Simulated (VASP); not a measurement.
# CaSe (Fm-3m) in VASP: a series of runs, part 3 of 3

VASP 6.6.1.

**6. Electric field gradients, LDA (27.25 Å³/atom)**

This run uses another cell than the first one, of 27.25 Å³/atom.

Contents of INCAR:

```
ALGO = Normal
EDIFF = 1E-8
ENCUT = 520
GGA = CA
ISIF = 2
ISMEAR = -1
LASPH = True
LCHARG = False
LEFG = True
LREAL = False
LWAVE = False
NBANDS = 15
NELM = 80
PREC = Accurate
SIGMA = 0.03
```

Contents of KPOINTS:

```
k-points
0
Gamma
  9 9 9
```

Contents of POSCAR:

```
CaSe
1.0
    0.0000000000      3.0093246679      3.0093246679
    3.0093246679      0.0000000000      3.0093246679
    3.0093246679      3.0093246679      0.0000000000
Ca Se
1 1
Direct
    0.0000000000      0.0000000000      0.0000000000
    0.5000000000      0.5000000000      0.5000000000
```

Potentials or basis: VASP PAW LDA potentials, release 64 (Ca_sv, Se).

Run with:

```
> cat potpaw_LDA.64/Ca_sv/POTCAR potpaw_LDA.64/Se/POTCAR > POTCAR
> mpirun -np 1 vasp_std > vasp.out
```

OUTCAR:

```text
EDIFF = 1E-8
   ENCUT = 520
   GGA = CA
   ISIF = 2
   ISMEAR = -1
   LASPH = True
   LREAL = False
   NELM = 80
   PREC = Accurate

 ion  position               nearest neighbor table
   1  0.000  0.000  0.000-
   2  0.500  0.500  0.500-

  LATTYP: Found a face centered cubic cell.
 ALAT       =     6.0186493358

  Lattice vectors:

 A1 = (   0.0000000000,   3.0093246679,   3.0093246679)
 A2 = (   3.0093246679,   0.0000000000,   3.0093246679)
 A3 = (   3.0093246679,   3.0093246679,   0.0000000000)

Analysis of symmetry for initial positions (statically):
=====================================================================
 Subroutine PRICEL returns:
 Original cell was already a primitive cell.

 Routine SETGRP: Setting up the symmetry group for a
 face centered cubic supercell.

 Subroutine GETGRP returns: Found 48 space group operations
 (whereof 48 operations were pure point group operations)
 out of a pool of 48 trial point group operations.

The static configuration has the point symmetry O_h .

Analysis of symmetry for dynamics (positions and initial velocities):
=====================================================================
 Subroutine PRICEL returns:
 Original cell was already a primitive cell.

 Routine SETGRP: Setting up the symmetry group for a
 face centered cubic supercell.

 Subroutine GETGRP returns: Found 48 space group operations
 (whereof 48 operations were pure point group operations)
 out of a pool of 48 trial point group operations.

The dynamic configuration has the point symmetry O_h .
[... 571 lines left out ...]
      3     -18.7517      2.00000
      4     -18.7517      2.00000
      5      -9.1630      2.00000
      6      -0.4293      2.00000
      7       1.1113      2.00000
      8       1.1113      2.00000
      9       4.0069      0.00000
     10       6.6385      0.00000
     11       6.8002      0.00000
     12       7.7028      0.00000
     13       7.7028      0.00000
     14       7.7337      0.00000
     15      11.5242      0.00000

 [... further k-points ...]

------------------------ aborting loop because EDIFF is reached ----------------------------------------

  FORCE on cell =-STRESS in cart. coord.  units (eV):
  Direction    XX          YY          ZZ          XY          YZ          ZX
  --------------------------------------------------------------------------------------
  -------------------------------------------------------------------------------------
  Total       -1.7112139     -1.7112139     -1.7112139     -0.0000000     -0.0000000     -0.0000000
  in kB      -50.3011310    -50.3011310    -50.3011310     -0.0000000     -0.0000000     -0.0000000
  external PRESSURE =     -50.3011310 kB  Pullay stress =       0.0000000 kB

 VOLUME and BASIS-vectors are now :
 -----------------------------------------------------------------------------
  energy-cutoff  :      520.00
  volume of cell :       54.51
      direct lattice vectors                 reciprocal lattice vectors
     0.000000000  3.009324668  3.009324668    -0.166150235  0.166150235  0.166150235
     3.009324668  0.000000000  3.009324668     0.166150235 -0.166150235  0.166150235
     3.009324668  3.009324668  0.000000000     0.166150235  0.166150235 -0.166150235

 POSITION                                       TOTAL-FORCE (eV/Angst)
 -----------------------------------------------------------------------------------
      0.00000      0.00000      0.00000        -0.000000      0.000000     -0.000000
      3.00932      3.00932      3.00932         0.000000     -0.000000      0.000000
 -----------------------------------------------------------------------------------
    total drift:                                0.000000     -0.000000     -0.000000

  FREE ENERGIE OF THE ION-ELECTRON SYSTEM (eV)
  ---------------------------------------------------
  free  energy   TOTEN  =       -10.4863789861 eV

  energy  without entropy=      -10.4863789861  energy(sigma->0) =      -10.48637899

 Electric field gradients (V/A^2)
---------------------------------------------------------------------
 ion       V_xx      V_yy      V_zz      V_xy      V_xz      V_yz
---------------------------------------------------------------------
   1      -0.000    -0.000    -0.000     0.001     0.001     0.001
   2      -0.000     0.000     0.000     0.000     0.000     0.000
---------------------------------------------------------------------

 Electric field gradients after diagonalization (V/A^2)
 (convention: |V_zz| > |V_xx| > |V_yy|)
----------------------------------------------------------------------
 ion       V_xx      V_yy      V_zz     asymmetry (V_yy - V_xx)/ V_zz
----------------------------------------------------------------------
   1      -0.001    -0.001     0.001       0.000
   2      -0.000    -0.000     0.000       0.000
----------------------------------------------------------------------

           NMR quadrupolar parameters

 Cq : quadrupolar parameter    Cq=e*Q*V_zz/h
 eta: asymmetry parameters     (V_yy - V_xx)/ V_zz
 Q  : nuclear electric quadrupole moment in mb (millibarn)
----------------------------------------------------------------------
 ion       Cq(MHz)       eta       Q (mb)
----------------------------------------------------------------------
   1       0.000       0.000       1.000
   2       0.000       0.000       1.000
----------------------------------------------------------------------
```

Run time: 29 s. Hardware: 1 thread of Intel Xeon 8259CL, shared host; peak memory 0.17 GiB.

What came out:

```
Free energy                             : -10.4864 eV
Pressure                                : -5.0 GPa
Band gap on the k mesh                  : 2.02 eV (least direct gap 2.83 eV)
Largest electric field gradient by atom : under 0.05 V/Å² on every atom
```

Levels at points of the mesh, in eV from the valence-band top:
```tsv
k point	band 5	band 6	band 7	band 8	band 9	band 10	band 11	band 12
(0.00, 0.00, 0.00)	-11.67	0.00	0.00	0.00	2.83	3.56	3.56	3.56
```

Caveat: the cell stands under tension; an odd mesh through Γ misses points on the zone boundary, where band edges can lie.

**7. The runs side by side**

| cell | gap on the mesh (eV) | pressure (GPa) |
| --- | --- | --- |
| a = 4.201 Å, angles 60.0°, 2 atoms | 1.93 | -3.5 |
| a = 4.228 Å, angles 60.0°, 2 atoms | 1.97 | -4.3 |
| a = 4.256 Å, angles 60.0°, 2 atoms | 2.02 | -5.0 |

Alike in all rows: task electric field gradients; level LDA; potentials or basis VASP PAW LDA potentials, release 64 (Ca_sv, Se); no spin polarisation; k mesh 9 × 9 × 9; cutoff (eV) 520; smearing fermi-dirac 0.03 eV.

Caveats: the cell stands under tension; an odd mesh through Γ misses points on the zone boundary, where band edges can lie.

Total energies depend on the potentials used, so only differences within one code and one set of settings carry meaning.
